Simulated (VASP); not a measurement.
The system is CoO.

```
CELL_PARAMETERS angstrom
1.62330 0.93722 2.60024
-1.62330 0.93722 2.60024
0.00000 -1.87443 2.60024
ATOMIC_POSITIONS crystal
Co 0.99898 0.99898 0.99898
O 0.75102 0.75102 0.75102
```

Base run:

* Program: VASP 6.6.1
* Functional: LDA
* Potentials or basis: VASP PAW LDA potentials, release 64 (Co, O)
* Cutoff: 520 eV
* k mesh: 10 × 10 × 10
* Occupations: fermi-dirac, width 0.05 eV
* Spin: collinear spin, ferromagnetic start
* Starting moments: [2.0, 0.0] μB

Its results: pressure -19.9 GPa; net moment 2.67 μB per cell; site moments Co +2.29; O +0.29 μB; largest force 0.145 eV/Å.

Problem. The run is repeated on the same cell with these changes: functional from LDA to r2SCAN; potentials or basis from VASP PAW LDA potentials, release 64 (Co, O) to VASP PAW PBE potentials, release 64 (Co, O). What comes out?

Solution. Pressure -2.1 GPa; net moment 3.00 μB per cell; site moments Co +2.63; O +0.27 μB; largest force 0.316 eV/Å.

Caveats: a cell with one magnetic atom can't hold antiferromagnetic order, which such compounds often take; the cell stands under tension (at least some runs); the PAW data sets were made with another functional, which shifts forces and pressure a little (at least some runs).
